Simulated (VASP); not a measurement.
# HgTe in VASP: further runs, part 2 of 2

VASP 6.6.1. Earlier steps stand in the parts before.

## (3) Single point, PBE (z stretched by -3 %, then relaxed in part)

INCAR

```
SYSTEM = HgTe
ALGO = Normal
EDIFF = 1E-7
ENCUT = 520
GGA = PE
ISIF = 2
ISMEAR = -1
LASPH = .TRUE.
LCHARG = .FALSE.
LREAL = .FALSE.
LWAVE = .FALSE.
NBANDS = 16
NELM = 100
PREC = Accurate
SIGMA = 0.05
```

KPOINTS

```
k-points
0
G
  14 14 14
  0 0 0
```

POSCAR

```
HgTe
1.0
    0.0000000000      2.9215000000      2.8338550000
    2.9215000000      0.0000000000      2.8338550000
    2.9215000000      2.9215000000      0.0000000000
Hg Te
1 1
Direct
    0.0000000000      0.0000000000      0.0000000000
    0.5000000000      0.5000000000      0.5000000000
```

Potentials or basis: VASP PAW PBE potentials, release 64 (Hg, Te).

Started as:

```console
$ cat potpaw_PBE.64/Hg/POTCAR potpaw_PBE.64/Te/POTCAR > POTCAR
$ mpirun -np 1 vasp_std > vasp.out
```

OUTCAR:

```text
SYSTEM = HgTe
   EDIFF = 1E-7
   ENCUT = 520
   GGA = PE
   ISIF = 2
   ISMEAR = -1
   LASPH = .TRUE.
   LREAL = .FALSE.
   NELM = 100
   PREC = Accurate

 ion  position               nearest neighbor table
   1  0.000  0.000  0.000-   2 2.83   2 2.83   2 2.92   2 2.92   2 2.92   2 2.92
   2  0.500  0.500  0.500-   1 2.83   1 2.83   1 2.92   1 2.92   1 2.92   1 2.92

  LATTYP: Found a body centered tetragonal cell.
 ALAT       =     4.1316249225
 C/A-ratio  =     1.3717871555

  Lattice vectors:

[... 641 lines left out ...]

------------------------ aborting loop because EDIFF is reached ----------------------------------------

  FORCE on cell =-STRESS in cart. coord.  units (eV):
  Direction    XX          YY          ZZ          XY          YZ          ZX
  --------------------------------------------------------------------------------------
  -------------------------------------------------------------------------------------
  Total        3.7968461      3.7968461      5.1643839      0.0000000      0.0000000      0.0000000
  in kB      125.7517893    125.7517893    171.0447306      0.0000000      0.0000000      0.0000000
  external PRESSURE =     140.8494364 kB  Pullay stress =       0.0000000 kB

 VOLUME and BASIS-vectors are now :
 -----------------------------------------------------------------------------
  energy-cutoff  :      520.00
  volume of cell :       48.37
      direct lattice vectors                 reciprocal lattice vectors
     0.000000000  2.921500000  2.833855000    -0.171144960  0.171144960  0.176438103
     2.921500000  0.000000000  2.833855000     0.171144960 -0.171144960  0.176438103
     2.921500000  2.921500000  0.000000000     0.171144960  0.171144960 -0.176438103

 POSITION                                       TOTAL-FORCE (eV/Angst)
 -----------------------------------------------------------------------------------
      0.00000      0.00000      0.00000         0.000000     -0.000000      0.000000
      2.92150      2.92150      2.83385        -0.000000      0.000000     -0.000000
 -----------------------------------------------------------------------------------
    total drift:                               -0.000000      0.000000      0.000000

  FREE ENERGIE OF THE ION-ELECTRON SYSTEM (eV)
  ---------------------------------------------------
  free  energy   TOTEN  =        -2.9879532871 eV

  energy  without entropy=       -2.9792211616  energy(sigma->0) =       -2.98358722
```

Wall time 3.5 min (1 thread of Intel Xeon 8259CL, shared host); peak memory 0.33 GiB.

Results:

* Free energy: -2.9880 eV
* Pressure: 14.1 GPa
* Band gap on the k mesh: zero (bands 9 and 10 overlap by 3.63 eV)

Stress tensor (GPa, compression positive):
```
12.58  0.00  0.00
 0.00 12.58  0.00
 0.00  0.00 17.10
```

Caveat: the cell differs from its parent crystal (z stretched by -3 %, then relaxed in part); the cell stands under pressure; spin-orbit coupling is left out, which moves the levels of the heavy elements.

## (4) Single point, PBE (z stretched by -2 %, then relaxed in part)

INCAR

```
PREC = Accurate
ENCUT = 520
EDIFF = 1E-7
ISMEAR = -1
SIGMA = 0.05
LREAL = False
LASPH = True
NELM = 60
ALGO = Normal
ISIF = 2
LWAVE = False
LCHARG = False
GGA = PE
NBANDS = 16
```

KPOINTS

```
Automatic mesh
0
Gamma
  14 14 14
```

POSCAR

```
HgTe
1.0
    0.0000000000      2.9215000000      2.8630700000
    2.9215000000      0.0000000000      2.8630700000
    2.9215000000      2.9215000000      0.0000000000
Hg Te
1 1
Direct
    0.0000000000      0.0000000000      0.0000000000
    0.5000000000      0.5000000000      0.5000000000
```

Started as:

```console
$ cat potpaw_PBE.64/Hg/POTCAR potpaw_PBE.64/Te/POTCAR > POTCAR
$ mpirun -np 1 vasp_std > vasp.out
```

Wall time 3.3 min (1 thread of Intel Xeon 8259CL, shared host); peak memory 0.33 GiB.

The run converged. Its results:

```yaml
Free_energy: -3.0376 eV
Pressure: 12.8 GPa
Band_gap_on_the_k_mesh: zero (bands 9 and 10 overlap by 3.50 eV)
```

Stress tensor (GPa, compression positive):
```
11.91  0.00  0.00
 0.00 11.91  0.00
 0.00  0.00 14.71
```

Levels at points of the mesh, in eV from the Fermi level:
| k point | band 6 | band 7 | band 8 | band 9 | band 10 | band 11 | band 12 | band 13 |
| --- | --- | --- | --- | --- | --- | --- | --- | --- |
| (0.00, 0.00, 0.00) | -7.28 | -1.07 | -0.91 | -0.91 | -0.26 | 7.69 | 7.69 | 7.75 |
| (0.50, 0.00, 0.00) | -7.06 | -6.18 | 0.35 | 0.51 | 2.41 | 3.60 | 3.81 | 4.45 |
| (0.50, 0.50, 0.00) | -6.01 | -5.37 | -3.09 | -2.99 | -2.99 | 4.52 | 9.94 | 9.94 |
| (0.50, 0.00, 0.50) | -6.07 | -5.36 | -3.02 | -2.92 | -2.79 | 4.64 | 9.70 | 10.34 |

Caveat: the cell differs from its parent crystal (z stretched by -2 %, then relaxed in part); the cell stands under pressure; spin-orbit coupling is left out, which moves the levels of the heavy elements.

## (5) Relaxation of the atoms, PBE (26.43 Å³/atom)

INCAR: that of step 4 with these lines changed.

```diff
@@ -7,3 +7,3 @@
 LASPH = True
-NELM = 60
+NELM = 100
 ALGO = Normal
@@ -13,2 +13,4 @@
 GGA = PE
-NBANDS = 16
+IBRION = 2
+NSW = 80
+EDIFFG = -0.02
```

KPOINTS

```
regular mesh
0
Gamma
  14 14 14
```

POSCAR

```
HgTe
1.0
    0.0000000000      2.9787988607      2.9787988607
    2.9787988607      0.0000000000      2.9787988607
    2.9787988607      2.9787988607      0.0000000000
Hg Te
1 1
Direct
    0.0000000000      0.0000000000      0.0000000000
    0.5000000000      0.5000000000      0.5000000000
```

Started as:

```console
$ cat potpaw_PBE.64/Hg/POTCAR potpaw_PBE.64/Te/POTCAR > POTCAR
$ mpirun -np 1 vasp_std > vasp.out
```

It took 44 s on 1 thread of AMD EPYC 7R13 (Zen 3), shared host; peak memory 0.2 GiB.

The run converged. Its results:

- Free energy: -3.2669 eV
- Pressure after relaxing: 5.6 GPa
- Band gap on the k mesh: zero (bands 9 and 10 overlap by 2.91 eV)

Final structure:
```xyz
2
Lattice="0.0000 2.9788 2.9788 2.9788 0.0000 2.9788 2.9788 2.9788 0.0000" Properties=species:S:1:pos:R:3 pbc="T T T"
Hg    0.0000    0.0000    0.0000
Te    2.9788    2.9788    2.9788
```

Levels at points of the mesh, in eV from the Fermi level:
```csv
k point,band 7,band 8,band 9,band 10,band 11,band 12
"(0.00, 0.00, 0.00)",-0.81,-0.81,-0.81,-0.66,7.67,7.67
"(0.50, 0.00, 0.00)",-5.82,0.34,0.34,2.55,3.85,3.85
"(0.50, 0.50, 0.00)",-4.75,-2.86,-2.56,-2.56,4.74,9.55
```

Caveat: the relaxation stopped at its first step, so nothing moved; spin-orbit coupling is left out, which moves the levels of the heavy elements.

## (6) Summary

```csv
task,cell,gap on the mesh (eV),pressure (GPa)
single point,"a = 4.213 Å, angles 60.0°, 2 atoms",none,5.6
single point,"a = 4.070, b = 4.070, c = 4.132 Å, angles 59.5, 59.5, 61.0°, 2 atoms",none,14.1
single point,"a = 4.091, b = 4.091, c = 4.132 Å, angles 59.7, 59.7, 60.7°, 2 atoms",none,12.8
relaxation of the atoms,"atoms relaxed from a = 4.213 Å, angles 60.0°, 2 atoms",none,5.6
```

Alike in all rows: level PBE; potentials or basis VASP PAW PBE potentials, release 64 (Hg, Te); no spin polarisation; k mesh 14 × 14 × 14; cutoff (eV) 520; smearing fermi-dirac 0.05 eV.

Caveats: spin-orbit coupling is left out, which moves the levels of the heavy elements; the cell stands under pressure (at least some runs); the relaxation stopped at its first step, so nothing moved (at least some runs).

Total energies depend on the potentials used, so only differences within one code and one set of settings carry meaning.
